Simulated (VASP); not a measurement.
Wanted: the native input for a VASP 6.6.1 run.

* Task: single point
* Functional: revPBE
* Dispersion: D3(BJ)
* Potentials or basis: VASP PAW PBE potentials, release 64 (Pb_d)
* Cutoff: 520 eV
* k mesh: 9 × 9 × 9
* Occupations: fermi-dirac, width 0.05 eV
* Spin: no spin polarisation
* Dipole correction: no
* Further INCAR settings: ALGO = Normal; EDIFF = 1e-06; NBANDS = 13

The structure of Pb lies in POSCAR:

```
Pb
1.0
    0.0000000000      2.4642857365      2.4642857365
    2.4642857365      0.0000000000      2.4642857365
    2.4642857365      2.4642857365      0.0000000000
Pb
1
Direct
    0.0000000000      0.0000000000      0.0000000000
```

One way to write it, as run:

INCAR

```
SYSTEM = Pb
PREC = Accurate
ENCUT = 520
EDIFF = 1E-6
ISMEAR = -1
SIGMA = 0.05
LREAL = .FALSE.
LASPH = .TRUE.
NELM = 60
ALGO = Normal
ISIF = 2
LWAVE = .FALSE.
LCHARG = .FALSE.
GGA = RE
IVDW = 12
NBANDS = 13
```

KPOINTS

```
regular mesh
0
G
  9 9 9
  0 0 0
```

Potentials or basis: VASP PAW PBE potentials, release 64 (Pb_d).

Command:

```console
$ cat potpaw_PBE.64/Pb_d/POTCAR > POTCAR
$ mpirun -np 1 vasp_std > vasp.out
```

It gave:

| Item | Value |
| --- | --- |
| Pressure | 0.0 GPa |
| Band gap on the k mesh | zero (band 7 reaches 15.06 eV, above the bottom of band 8 at 5.95 eV) |
| Dispersion energy per atom | -0.745 eV |

Caveat: the PAW data sets were made with another functional, which shifts forces and pressure a little; spin-orbit coupling is left out, which moves the levels of the heavy elements; pairwise dispersion overbinds metals, which lowers pressure and volume.

Run time: 12 s on 1 thread of Intel Xeon 6975P-C, with other jobs on the host, peak memory 0.16 GiB.
